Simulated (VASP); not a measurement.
Si2W, 9 atoms in the cell. It takes space group P6_222 (No. 180, hexagonal). The conventional cell has a = 4.629 Å, b = 4.629 Å, c = 6.665 Å, α = 90.00°, β = 90.00°, γ = 120.00°. W (site symmetry 222) has 10 Si at 2.60 to 2.70 Å and 4 W at 3.21 Å within 3.4 Å. Si (site symmetry 2) has 9 Si at 2.58 to 3.24 Å and 5 W at 2.60 to 2.70 Å within 3.4 Å. 

* Program: VASP 6.6.1
* Task: single point
* Functional: revPBE
* Potentials or basis: VASP PAW PBE potentials, release 64 (W_sv, Si)
* Cutoff: 520 eV
* k mesh: 7 × 7 × 4
* Occupations: fermi-dirac, width 0.05 eV
* Spin: no spin polarisation
* Dipole correction: no
* Further INCAR settings: ALGO = Normal; EDIFF = 1e-06; NBANDS = 43

Potentials or basis: VASP PAW PBE potentials, release 64 (W_sv, Si).

Command:

```sh
$ cat potpaw_PBE.64/W_sv/POTCAR potpaw_PBE.64/Si/POTCAR > POTCAR
$ mpirun -np 1 vasp_std > vasp.out
```

Hardware: 1 thread of Intel Xeon 8259CL, on a shared host.

Q: Estimate the wall time of this run.

A: Wall time 3.8 min on 1 thread of Intel Xeon 8259CL (shared host), peak memory 0.29 GiB. Counts: scf iterations 14, k points 24.
